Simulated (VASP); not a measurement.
Write the native input for VASP 6.6.1 that does the following.

* Task: single point
* Functional: PBE
* Potentials or basis: VASP PAW PBE potentials, release 64 (Ga_d, Sn_d, O)
* Cutoff: 520 eV
* k mesh: 6 × 6 × 4
* Occupations: gaussian, width 0.1 eV
* Spin: no spin polarisation
* Dipole correction: no
* Further INCAR settings: ALGO = Normal; EDIFF = 1e-06; NBANDS = 34

The structure of Ga2SnO2 lies in POSCAR:

```
Ga2SnO2
1.0
    3.8346848858      0.0000000028      0.0000000000
   -1.9173424453      3.3209345252      0.0000000000
    0.0000000000      0.0000000000      7.3858735480
Ga Sn O
2 1 2
Direct
    0.3333333333      0.6666666667      0.4131076394
    0.6666666667      0.3333333333      0.5868923606
    0.0000000000      0.0000000000      0.0000000000
    0.3333333333      0.6666666667      0.1655059382
    0.6666666667      0.3333333333      0.8344940618
```

The input as run:

INCAR

```
ALGO = Normal
EDIFF = 1E-6
ENCUT = 520
GGA = PE
ISIF = 2
ISMEAR = 0
LASPH = True
LCHARG = True
LELF = True
LREAL = False
LVHAR = True
LWAVE = False
NBANDS = 34
NELM = 80
PREC = Accurate
SIGMA = 0.1
```

KPOINTS

```
k-points
0
Gamma
  6 6 4
```

Potentials or basis: VASP PAW PBE potentials, release 64 (Ga_d, Sn_d, O).

Run with:

```console
$ cat potpaw_PBE.64/Ga_d/POTCAR potpaw_PBE.64/Sn_d/POTCAR potpaw_PBE.64/O/POTCAR > POTCAR
$ mpirun -np 1 vasp_std > vasp.out
```

It gave:

| Item | Value |
| --- | --- |
| Pressure | 0.1 GPa |
| Largest force | 0.046 eV/Å |
| Band gap on the k mesh | zero (band 26 reaches 5.66 eV, above the bottom of band 27 at 4.13 eV) |

Caveat: spin-orbit coupling is left out, which moves the levels of the heavy elements.

Run time: 58 s on 1 thread of Intel(R) Xeon(R) 6975P-C (Granite Rapids), on a shared host, peak memory 0.25 GiB.
